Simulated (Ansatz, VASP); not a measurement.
Ba in VASP and in Ansatz

Contents of INCAR:

```
SYSTEM = Ba
PREC = Accurate
ENCUT = 520
EDIFF = 1E-7
ISMEAR = -1
SIGMA = 0.05
LREAL = .False.
LASPH = .True.
NELM = 60
ALGO = Normal
ISIF = 2
LWAVE = .False.
LCHARG = .False.
GGA = PE
NBANDS = 11
```

Contents of KPOINTS:

```
Automatic mesh
0
Gamma
  8 8 8
  0 0 0
```

The input POSCAR:

```
Ba
1.0
   -2.5065000000      2.5065000000      2.5315650000
    2.5065000000     -2.5065000000      2.5315650000
    2.5065000000      2.5065000000     -2.5315650000
Ba
1
Direct
    0.0000000000      0.0000000000      0.0000000000
```

File input.yaml:

```yaml
crystal:
  lattice:
    - [-2.5065, 2.5065, 2.531565]
    - [2.5065, -2.5065, 2.531565]
    - [2.5065, 2.5065, -2.531565]
  atoms:
    - { symbol: Ba, position: [0.0, 0.0, 0.0] }
kpoints:
  mp_grid: { grid: [8, 8, 8] }
scf:
  occupations: { method: fermi_dirac, width: 0.05 }
hamiltonian:
  xc: pbe
  pseudopotentials: { kind: all_electron, lapw: { basis_error: 0.001 } }
output:
  forces: true
  stress: true
  eigenvalues: true
```

Change from the starting cell: strain = 0.01.

Alike in both runs: task single point; functional PBE; k mesh 8 × 8 × 8; occupations fermi-dirac, width 0.05 eV; no spin polarisation.

|  | VASP | Ansatz |
| --- | --- | --- |
| version | VASP 6.6.1 | Ansatz 0.2.0 |
| potentials or method | VASP PAW PBE potentials, release 64 (Ba_sv), cutoff 520 eV | all-electron LAPW, scalar-relativistic |

|  | VASP | Ansatz | Ansatz less VASP |
| --- | --- | --- | --- |
| gap on the k mesh at the Fermi level (eV) | none | none | - |
| pressure (GPa) | -0.1 | -0.1 | -0.04 |

A gap of «none» marks a metal or a gap that the smearing closes. Ansatz ran all-electron here, and VASP with PAW potentials.

Spin-orbit coupling is off throughout.
